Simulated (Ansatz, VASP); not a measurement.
Given: the input of a run of VASP 6.6.1 on NaCl.

The input INCAR:

```
ALGO = Normal
EDIFF = 1E-6
EDIFFG = -0.01
ENCUT = 600
GGA = PS
IBRION = 2
ISIF = 3
ISMEAR = -1
IVDW = 12
LASPH = T
LCHARG = F
LREAL = F
LWAVE = F
NELM = 80
NSW = 60
PREC = Accurate
SIGMA = 0.05
```

KPOINTS

```
k-points
0
Gamma
  8 8 8
```

The input POSCAR:

```
NaCl
1.0
    0.0000000000      2.7940632177      2.7940632177
    2.7940632177      0.0000000000      2.7940632177
    2.7940632177      2.7940632177      0.0000000000
Cl Na
1 1
Direct
    0.5000000000      0.5000000000      0.5000000000
    0.0000000000      0.0000000000      0.0000000000
```

Potentials or basis: VASP PAW PBE potentials, release 64 (Cl, Na_pv).

Launch:

```bash
$ cat potpaw_PBE.64/Cl/POTCAR potpaw_PBE.64/Na_pv/POTCAR > POTCAR
$ mpirun -np 1 vasp_std > vasp.out
```

Q: Set up the same calculation for Ansatz 0.2.0. Potentials there: Ansatz PAW.

A: As run (the cutoff follows the program's own potentials):

File input.yaml:

```yaml
crystal:
  lattice:
    - [0.0, 2.7940632177, 2.7940632177]
    - [2.7940632177, 0.0, 2.7940632177]
    - [2.7940632177, 2.7940632177, 0.0]
  atoms:
    - { symbol: Cl, position: [0.5, 0.5, 0.5] }
    - { symbol: Na, position: [0.0, 0.0, 0.0] }
hamiltonian:
  xc: pbesol
  pseudopotentials: { kind: paw }
  dispersion: d3bj
kpoints:
  mp_grid: { grid: [8, 8, 8] }
scf:
  occupations: { method: fermi_dirac, width: 0.05 }
output:
  forces: true
  stress: true
relax:
  f_tol: 0.01
  max_steps: 40
  cell: { stress_tol: 0.05 }
```

Potentials or basis: Ansatz PAW.

The run is started by

```console
$ ansatz run input.yaml --threads 2 --pin off --max-ram 5632MiB --backend cpu --events-out ev --progress --plain --runs-dir out
```

Both were run:

|  | VASP | Ansatz | Ansatz less VASP |
| --- | --- | --- | --- |
| relaxed volume (Å³/atom) | 20.83 | 20.75 | -0.085 |
| relaxed cell length with the largest relative difference (Å) | 3.891 | 3.886 | -0.0053 |

VASP's potentials were made for PBE, not for PBEsol. VASP's potentials hold 14 valence electrons a cell and Ansatz's 16, so a difference there can come from the potentials and not from the codes.

Noted on Ansatz's run: the plane-wave basis is chosen anew once the cell has moved, so the energies of steps on either side of that aren't comparable.
